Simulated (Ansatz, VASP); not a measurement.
## Two plane-wave programs on Os

File INCAR:

```
SYSTEM = Os
PREC = Accurate
ENCUT = 520
EDIFF = 1E-7
ISMEAR = 0
SIGMA = 0.15
LREAL = .FALSE.
LASPH = .TRUE.
NELM = 80
ALGO = Normal
ISIF = 2
LWAVE = .FALSE.
LCHARG = .TRUE.
GGA = PE
LELF = .TRUE.
LVHAR = .TRUE.
NBANDS = 15
```

File KPOINTS:

```
Automatic mesh
0
G
  18 18 12
  0 0 0
```

The input POSCAR:

```
Os
1.0
    2.6247359765      0.0000000000      0.0000000000
   -1.3123679883      2.2730880339      0.0000000000
    0.0000000000      0.0000000000      4.6652760000
Os
2
Direct
    0.3333333333      0.6666666667      0.2500000000
    0.6666666667      0.3333333333      0.7500000000
```

Input for Ansatz:

```yaml
crystal:
  lattice:
    - [2.6247359765, 0.0, 0.0]
    - [-1.3123679883, 2.2730880339, 0.0]
    - [0.0, 0.0, 4.665276]
  atoms:
    - { symbol: Os, position: [0.3333333333, 0.6666666667, 0.25] }
    - { symbol: Os, position: [0.6666666667, 0.3333333333, 0.75] }
basis:
  ecutwfc: 420
kpoints:
  mp_grid: { grid: [18, 18, 12] }
hamiltonian:
  xc: pbe
scf:
  occupations: { method: gaussian, width: 0.15 }
output:
  forces: true
  stress: true
  eigenvalues: true
  write_density: true
  write_potential: true
  elf: true
  volumetric_format: npy
```

Change from the starting cell: strain -0.040 along x and y, +0.080 along z, atoms carried along.

Alike in both runs: task single point; functional PBE; k mesh 18 × 18 × 12; occupations gaussian, width 0.15 eV; no spin polarisation.

|  | VASP | Ansatz |
| --- | --- | --- |
| version | VASP 6.6.1 | Ansatz 0.2.0 |
| potentials or method | VASP PAW PBE potentials, release 64 (Os), cutoff 520 eV | scalar-relativistic, plane waves, PAW |
| valence electrons in the cell | 16 | 32 |

Ansatz gave:

| Item | Value |
| --- | --- |
| gap on the k mesh at the Fermi level (eV) | none |
| pressure (GPa) | 16.2 |
| traceless stress, the component that is largest in VASP (GPa) | -50.03 |

Task: Which values does VASP return?

Result: gap on the k mesh at the Fermi level (eV): none; pressure (GPa): 16.5; traceless stress, the component that is largest in VASP (GPa): -49.68.

A gap of «none» marks a metal or a gap that the smearing closes. VASP's potentials hold 16 valence electrons a cell and Ansatz's 32, so a difference there can come from the potentials and not from the codes.

Spin-orbit coupling is off throughout.
